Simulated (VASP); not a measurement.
# CoSi2 (Fm-3m) in VASP: a series of runs

The runs below take CoSi2 through single point, with PBEsol.

Program: VASP 6.6.1. These are calculated values, not measurements. Logs are shortened: lines on timing, memory, paths and dates and some standing lists are left out, and cuts for length are marked.

### Step 1. The cell of the first run

The structure is cubic, space group Fm-3m (No. 225). The conventional cell has a = 5.313 Å, b = 5.313 Å, c = 5.313 Å, α = 90.00°, β = 90.00°, γ = 90.00°. Co (site symmetry m-3m) has 8 Si at 2.30 Å within 3.0 Å. Si (site symmetry -43m) has 4 Co at 2.30 Å and 6 Si at 2.66 Å within 3.0 Å.

### Step 2. Single point, PBEsol

Contents of INCAR:

```
PREC = Accurate
ENCUT = 520
EDIFF = 1E-7
ISMEAR = 0
SIGMA = 0.15
LREAL = False
LASPH = True
NELM = 80
ALGO = Normal
ISIF = 2
LWAVE = False
LCHARG = False
GGA = PS
NBANDS = 16
```

Contents of KPOINTS:

```
regular mesh
0
Gamma
  14 14 14
```

Contents of POSCAR:

```
CoSi2
1.0
    0.0000000000      2.6563531747      2.6563531747
    2.6563531747      0.0000000000      2.6563531747
    2.6563531747      2.6563531747      0.0000000000
Co Si
1 2
Direct
    0.0000000000      0.0000000000      0.0000000000
    0.2500000000      0.2500000000      0.2500000000
    0.7500000000      0.7500000000      0.7500000000
```

Potentials or basis: VASP PAW PBE potentials, release 64 (Co, Si).

Command:

```
cat potpaw_PBE.64/Co/POTCAR potpaw_PBE.64/Si/POTCAR > POTCAR
mpirun -np 1 vasp_std > vasp.out
```

OUTCAR:

```text
PREC = Accurate
   ENCUT = 520
   EDIFF = 1E-7
   ISMEAR = 0
   LREAL = False
   LASPH = True
   NELM = 80
   ISIF = 2
   GGA = PS

 ion  position               nearest neighbor table
   1  0.000  0.000  0.000-   3 2.30   3 2.30   3 2.30   2 2.30   3 2.30   2 2.30   2 2.30   2 2.30

   2  0.250  0.250  0.250-   1 2.30   1 2.30   1 2.30   1 2.30   3 2.66   3 2.66   3 2.66   3 2.66
                             3 2.66   3 2.66
   3  0.750  0.750  0.750-   1 2.30   1 2.30   1 2.30   1 2.30   2 2.66   2 2.66   2 2.66   2 2.66
                             2 2.66   2 2.66

  LATTYP: Found a face centered cubic cell.
 ALAT       =     5.3127063494

  Lattice vectors:

 A1 = (   0.0000000000,   2.6563531747,   2.6563531747)
 A2 = (   2.6563531747,   0.0000000000,   2.6563531747)
 A3 = (   2.6563531747,   2.6563531747,   0.0000000000)

Analysis of symmetry for initial positions (statically):
=====================================================================
 Subroutine PRICEL returns:
 Original cell was already a primitive cell.

 Routine SETGRP: Setting up the symmetry group for a
 face centered cubic supercell.

 Subroutine GETGRP returns: Found 48 space group operations
 (whereof 48 operations were pure point group operations)
 out of a pool of 48 trial point group operations.

The static configuration has the point symmetry O_h .

Analysis of symmetry for dynamics (positions and initial velocities):
=====================================================================
 Subroutine PRICEL returns:
 Original cell was already a primitive cell.

 Routine SETGRP: Setting up the symmetry group for a
 face centered cubic supercell.

 Subroutine GETGRP returns: Found 48 space group operations
 (whereof 48 operations were pure point group operations)
 out of a pool of 48 trial point group operations.

The dynamic configuration has the point symmetry O_h .

 Subroutine INISYM returns: Found 48 space group operations
 (whereof 48 operations are pure point group operations),
 and found     1 'primitive' translations

----------------------------------------------------------------------------------------

                                     Primitive cell

  volume of cell :      37.4876

  direct lattice vectors                    reciprocal lattice vectors
     0.000000000  2.656353175  2.656353175    -0.188227983  0.188227983  0.188227983
     2.656353175  0.000000000  2.656353175     0.188227983 -0.188227983  0.188227983
     2.656353175  2.656353175  0.000000000     0.188227983  0.188227983 -0.188227983

  length of vectors
     3.756650686  3.756650686  3.756650686     0.326020430  0.326020430  0.326020430

  position of ions in fractional coordinates (direct lattice)
     0.000000000  0.000000000  0.000000000
     0.250000000  0.250000000  0.250000000
     0.750000000  0.750000000  0.750000000

  ion indices of the primitive-cell ions
   primitive index   ion index
                 1           1
                 2           2
                 3           3

----------------------------------------------------------------------------------------

 KPOINTS: regular mesh

Automatic generation of k-mesh.
 Grid dimensions read from file:
 generate k-points for:   14   14   14

 Generating k-lattice:

  Cartesian coordinates                     Fractional coordinates (reciprocal lattice)
    -0.013444856  0.013444856  0.013444856     0.071428571  0.000000000  0.000000000
     0.013444856 -0.013444856  0.013444856     0.000000000  0.071428571  0.000000000
     0.013444856  0.013444856 -0.013444856     0.000000000  0.000000000  0.071428571

  Length of vectors
     0.023287174  0.023287174  0.023287174

  Shift w.r.t. Gamma in fractional coordinates (k-lattice)
     0.000000000  0.000000000  0.000000000

 Subroutine IBZKPT returns following result:
 ===========================================

 Found    104 irreducible k-points:

 Following reciprocal coordinates:
            Coordinates               Weight
  0.000000  0.000000  0.000000      1.000000
  0.071429  0.000000  0.000000      8.000000
  0.142857  0.000000  0.000000      8.000000
  0.214286  0.000000  0.000000      8.000000
  0.285714  0.000000  0.000000      8.000000
  0.357143  0.000000  0.000000      8.000000
[... 16 lines left out ...]
  0.214286  0.142857  0.000000     24.000000
  0.285714  0.142857  0.000000     24.000000
 [... further k-points ...]
   k-points           NKPTS =    104   k-points in BZ     NKDIM =    104   number of bands    NBANDS=     16
   number of dos      NEDOS =    301   number of ions     NIONS =      3
   total plane-waves  NPLWV =  21952
   dimension x,y,z NGX =    28 NGY =   28 NGZ =   28
   dimension x,y,z NGXF=    56 NGYF=   56 NGZF=   56
   ions per type =               1   2
   NGX,Y,Z   is equivalent  to a cutoff of  12.39, 12.39, 12.39 a.u.
   NGXF,Y,Z  is equivalent  to a cutoff of  24.78, 24.78, 24.78 a.u.
 SYSTEM =  unknown system
   PREC   = accura    normal or accurate (medium, high low for compatibility)
   ISTART =      0    job   : 0-new  1-cont  2-samecut
   ICHARG =      2    charge: 1-file 2-atom 10-const
   ISPIN  =      1    spin polarized calculation?
   LNONCOLLINEAR =      F non collinear calculations
   LSORBIT =      F    spin-orbit coupling
   LASPH  =      T    aspherical Exc in radial PAW
   ENCUT  =  520.0 eV  38.22 Ry    6.18 a.u.   6.98  6.98  6.98*2*pi/ulx,y,z
   NELM   =     80;   NELMIN=  2; NELMDL= -5     # of ELM steps
   EDIFF  = 0.1E-06   stopping-criterion for ELM
   LREAL  =      F    real-space projection
   EDIFFG = 0.1E-05   stopping-criterion for IOM
   NSW    =      0    number of steps for IOM
   IBRION =     -1    ionic relax: 0-MD 1-quasi-New 2-CG
   NFREE  =      0    steps in history (QN), initial steepest desc. (CG)
   ISIF   =      2    stress and relaxation
   ISYM   =      2    0-nonsym 1-usesym 2-fastsym
   POTIM  = 0.5000    time-step for ionic-motion
   TEBEG  =    0.0;   TEEND  =   0.0 temperature during run
   PSTRESS=    0.0 pullay stress
   NELECT =      17.0000    total number of electrons
   NUPDOWN=      -1.0000    fix difference up-down
   EMIN   =  10.00;   EMAX   =-10.00  energy-range for DOS
   EFERMI =   0.00;   METHOD = LEGACY
   ISMEAR =     0;   SIGMA  =   0.15  broadening in eV -4-tet -1-fermi 0-gaus
   EFERMI_NEDOS =   21; number of points for ismear=-14 and -15
   IALGO  =     38    algorithm
   IMIX   =      4    mixing-type and parameters
     AMIX     =   0.40;   BMIX     =  1.00
     AMIX_MAG =   1.60;   BMIX_MAG =  1.00
  volume/ion in A,a.u.               =      12.50        84.33
  Fermi-wavevector in a.u.,A,eV,Ry     =   1.257753  2.376808 21.523632  1.581942
  Thomas-Fermi vector in A             =   2.391396
   LORBIT       =      0    0 simple, 1 ext, 2 COOP (PROOUT), +10 PAW based schemes
   GGA     = PS    functional components
   LHFCALC =     F    Hartree Fock is set to
   AEXX    =    0.0000 exact exchange contribution
   IVDW    =     0    specifies the selected vdW correction
   LEPSILON=     F    determine dielectric tensor
   LRPA    =     F    only Hartree local field effects (RPA)
 non-spin polarized calculation
 Gauss-broadening in eV      SIGMA  =   0.15
  energy-cutoff  :      520.00
  volume of cell :       37.49
 maximum number of plane-waves:      1026
   NGX = 13   NGY = 13   NGZ = 13

 number of electron      17.0000005 magnetization

 Free energy of the ion-electron system (eV)
  ---------------------------------------------------
  ext. energy  EPLUGINS =         0.00000000
  ---------------------------------------------------
  free energy    TOTEN  =       -20.98747868 eV

  energy without entropy =      -20.97652222  energy(sigma->0) =      -20.98200045

 E-fermi :  10.3344     XC(G=0): -11.9673

 val. band max:       10.2573649979   @ k =   0.4286   0.0714   0.0000
 cond. band min:      10.3458324493   @ k =   0.4286   0.2143   0.0714
 fundamental gap:      0.0884674514
 Fermi energy:        10.3343659663

 k-point     1 :       0.0000    0.0000    0.0000
  band No.  band energies     occupation
      1      -2.9811      2.00000
      2       6.1362      2.00000
      3       6.1362      2.00000
      4       6.1362      2.00000
      5       8.3414      2.00000
      6       8.3414      2.00000
[... 8 lines left out ...]
     15      16.0914      0.00000
     16      16.0914      0.00000

 k-point     2 :       0.0714    0.0000    0.0000
  band No.  band energies     occupation
      1      -2.9020      2.00000
      2       5.9498      2.00000
      3       6.1646      2.00000
      4       6.1646      2.00000
      5       8.3167      2.00000
      6       8.3167      2.00000
[... 8 lines left out ...]
     15      15.8047      0.00000
     16      15.9404      0.00000

 k-point     3 :       0.1429    0.0000    0.0000
  band No.  band energies     occupation
      1      -2.6659      2.00000
      2       5.4349      2.00000
      3       6.2442      2.00000
      4       6.2442      2.00000
      5       8.2575      2.00000
      6       8.2575      2.00000
[... 8 lines left out ...]
     15      15.7052      0.00000
     16      16.3764      0.00000

 k-point     4 :       0.2143    0.0000    0.0000
  band No.  band energies     occupation
      1      -2.2761      2.00000
      2       4.6757      2.00000
      3       6.3581      2.00000
      4       6.3581      2.00000
      5       8.2038      2.00000
      6       8.2038      2.00000
[... 8 lines left out ...]
     15      16.5314      0.00000
     16      17.4492      0.00000

 k-point     5 :       0.2857    0.0000    0.0000
  band No.  band energies     occupation
      1      -1.7389      2.00000
      2       3.7506      2.00000
      3       6.4767      2.00000
      4       6.4767      2.00000
      5       8.2090      2.00000
      6       8.2090      2.00000
[... 8 lines left out ...]
     15      17.6062      0.00000
     16      18.4744      0.00000

 k-point     6 :       0.3571    0.0000    0.0000
  band No.  band energies     occupation
      1      -1.0648      2.00000
      2       2.7378      2.00000
      3       6.5669      2.00000
      4       6.5669      2.00000
      5       8.3157      2.00000
      6       8.3157      2.00000
[... 8 lines left out ...]
     15      18.8014      0.00000
     16      19.5645      0.00000

 k-point     7 :       0.4286    0.0000    0.0000
  band No.  band energies     occupation
      1      -0.2761      2.00000
      2       1.7193      2.00000
      3       6.6144      2.00000
      4       6.6144      2.00000
      5       8.1839      2.00000
      6       8.5069      2.00000
[... 8 lines left out ...]
     15      20.0310      0.00000
     16      20.7396      0.00000

 k-point     8 :       0.5000    0.0000    0.0000
  band No.  band energies     occupation
      1       0.4010      2.00000
      2       0.9611      2.00000
      3       6.6277      2.00000
      4       6.6277      2.00000
      5       8.0802      2.00000
      6       8.6287      2.00000
[... 8 lines left out ...]
     15      20.7949      0.00000
     16      21.5625      0.00000

 k-point     9 :       0.0714    0.0714    0.0000
  band No.  band energies     occupation
      1      -2.8757      2.00000
      2       5.9591      2.00000
      3       6.1414      2.00000
      4       6.1414      2.00000
      5       8.2423      2.00000
      6       8.3694      2.00000
[... 8 lines left out ...]
     15      16.2115      0.00000
     16      16.2115      0.00000
[... 172 lines left out ...]
 k-point    19 :      -0.2143    0.0714    0.0000
  band No.  band energies     occupation
      1      -2.0442      2.00000
      2       4.3781      2.00000
      3       6.2096      2.00000
      4       6.5258      2.00000
      5       7.9954      2.00000
      6       8.3429      2.00000
[... 8 lines left out ...]
     15      17.0197      0.00000
     16      18.5673      0.00000

 k-point    20 :      -0.1429    0.0714    0.0000
  band No.  band energies     occupation
      1      -2.4832      2.00000
      2       5.1562      2.00000
      3       6.1522      2.00000
      4       6.3737      2.00000
      5       8.0934      2.00000
      6       8.3335      2.00000
[... 8 lines left out ...]
     15      16.4083      0.00000
     16      17.3330      0.00000

 k-point    21 :      -0.0714    0.0714    0.0000
  band No.  band energies     occupation
      1      -2.7706      2.00000
      2       5.7008      2.00000
      3       6.1348      2.00000
      4       6.2449      2.00000
      5       8.2166      2.00000
      6       8.3393      2.00000
[... 8 lines left out ...]
     15      16.0211      0.00000
     16      16.3443      0.00000

 k-point    22 :       0.1429    0.1429    0.0000
  band No.  band energies     occupation
      1      -2.5609      2.00000
      2       5.5256      2.00000
      3       6.1616      2.00000
      4       6.1616      2.00000
      5       7.9258      2.00000
      6       8.4487      2.00000
[... 8 lines left out ...]
     15      16.8512      0.00000
     16      16.8512      0.00000

 k-point    23 :       0.2143    0.1429    0.0000
  band No.  band energies     occupation
      1      -2.2748      2.00000
      2       5.0980      2.00000
      3       6.2015      2.00000
      4       6.2408      2.00000
      5       7.6974      2.00000
      6       8.4876      2.00000
[... 8 lines left out ...]
     15      17.7371      0.00000
     16      17.8670      0.00000

 k-point    24 :       0.2857    0.1429    0.0000
  band No.  band energies     occupation
      1      -1.8379      2.00000
      2       4.4065      2.00000
      3       6.2812      2.00000
      4       6.3522      2.00000
      5       7.5000      2.00000
      6       8.5266      2.00000
[... 8 lines left out ...]
     15      18.7515      0.00000
     16      19.0363      0.00000

 [... further k-points ...]
[... 5 lines left out ...]
  --------------------------------------------------------------------------------------
  -------------------------------------------------------------------------------------
  Total        0.0161852      0.0161852      0.0161852     -0.0000000      0.0000000     -0.0000000
  in kB        0.6917382      0.6917382      0.6917382     -0.0000000      0.0000000     -0.0000000
  external PRESSURE =       0.6917382 kB  Pullay stress =       0.0000000 kB

 VOLUME and BASIS-vectors are now :
 -----------------------------------------------------------------------------
  energy-cutoff  :      520.00
  volume of cell :       37.49
      direct lattice vectors                 reciprocal lattice vectors
     0.000000000  2.656353175  2.656353175    -0.188227983  0.188227983  0.188227983
     2.656353175  0.000000000  2.656353175     0.188227983 -0.188227983  0.188227983
     2.656353175  2.656353175  0.000000000     0.188227983  0.188227983 -0.188227983

 POSITION                                       TOTAL-FORCE (eV/Angst)
 -----------------------------------------------------------------------------------
      0.00000      0.00000      0.00000         0.000000     -0.000000      0.000000
      1.32818      1.32818      1.32818         0.000000      0.000000     -0.000000
      3.98453      3.98453      3.98453        -0.000000      0.000000      0.000000
 -----------------------------------------------------------------------------------
    total drift:                               -0.000000     -0.000000      0.000000

  FREE ENERGIE OF THE ION-ELECTRON SYSTEM (eV)
  ---------------------------------------------------
  free  energy   TOTEN  =       -20.9874786823 eV

  energy  without entropy=      -20.9765222198  energy(sigma->0) =      -20.98200045
```

Run time: 2.4 min. Hardware: 1 thread of AMD EPYC 7R13, shared host; peak memory 0.17 GiB.

What came out:

| Quantity | Value |
| --- | --- |
| Free energy | -20.9875 eV |
| Pressure | 0.1 GPa |

Caveat: the PAW data sets were made with another functional, which shifts forces and pressure a little. Spin polarisation is off, so any magnetic state and its effect on volume and gap are missing.

### Step 3. Single point, PBEsol

Contents of INCAR:

```
SYSTEM = CoSi2
ALGO = Normal ; EDIFF = 1E-7
ENCUT = 520 ; GGA = PS
ISIF = 2 ; ISMEAR = 0
LASPH = .TRUE. ; LCHARG = .FALSE.
LREAL = .FALSE. ; LWAVE = .FALSE.
NBANDS = 16 ; NELM = 60
PREC = Accurate ; SIGMA = 0.15
```

Contents of KPOINTS:

```
k-points
0
G
  14 14 14
  0 0 0
```

POSCAR is that of step 2.

Potentials or basis: VASP PAW PBE potentials, release 64 (Co, Si).

Command:

```
cat potpaw_PBE.64/Co/POTCAR potpaw_PBE.64/Si/POTCAR > POTCAR
mpirun -np 1 vasp_std > vasp.out
```

It took 76 s on 1 thread of Intel Xeon Platinum 8259CL at 2.50GHz (Skylake/Cascade Lake), shared host; peak memory 0.2 GiB.

Results (log left out):

- Free energy: -20.9875 eV
- Pressure: 0.1 GPa

Levels at points of the mesh, in eV from the Fermi level:
| k point | band 5 | band 6 | band 7 | band 8 | band 9 | band 10 | band 11 | band 12 | band 13 | band 14 |
| --- | --- | --- | --- | --- | --- | --- | --- | --- | --- | --- |
| (0.00, 0.00, 0.00) | -1.99 | -1.99 | 1.03 | 3.43 | 3.43 | 3.43 | 3.52 | 3.52 | 3.52 | 5.76 |
| (0.50, 0.00, 0.00) | -2.25 | -1.71 | -1.71 | -0.48 | -0.48 | 2.73 | 3.49 | 3.49 | 4.56 | 10.46 |
| (0.50, 0.50, 0.00) | -3.73 | -2.05 | -2.05 | -2.00 | -1.39 | 1.68 | 2.88 | 8.61 | 9.84 | 9.84 |

Caveat: the PAW data sets were made with another functional, which shifts forces and pressure a little. Spin polarisation is off, so any magnetic state and its effect on volume and gap are missing.
